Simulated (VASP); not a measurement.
Here is a VASP 6.6.1 calculation.

Contents of INCAR:

```
ALGO = Fast ; EDIFF = 1E-6
ENCUT = 520 ; GGA = CA
ISIF = 2 ; ISMEAR = 0
LASPH = T ; LCHARG = F
LREAL = F ; LWAVE = F
NBANDS = 36 ; NELM = 100
PREC = Accurate ; SIGMA = 0.1
```

KPOINTS

```
k-points
0
Gamma
  12 12 12
```

Contents of POSCAR:

```
TiRh3
1.0
    3.7705119598      0.0000000000      0.0000000000
    0.0000000000      3.7705119598      0.0000000000
    0.0000000000      0.0000000000      3.7705119598
Ti Rh
1 3
Direct
    0.0000000000      0.0000000000      0.0000000000
    0.0000000000      0.5000000000      0.5000000000
    0.5000000000      0.0000000000      0.5000000000
    0.5000000000      0.5000000000      0.0000000000
```

Potentials or basis: VASP PAW LDA potentials, release 64 (Ti_sv, Rh_pv).

Command:

```sh
$ cat potpaw_LDA.64/Ti_sv/POTCAR potpaw_LDA.64/Rh_pv/POTCAR > POTCAR
$ mpirun -np 1 vasp_std > vasp.out
```

(1) Predict the pressure.

## Answers

(1) 0.8 GPa.
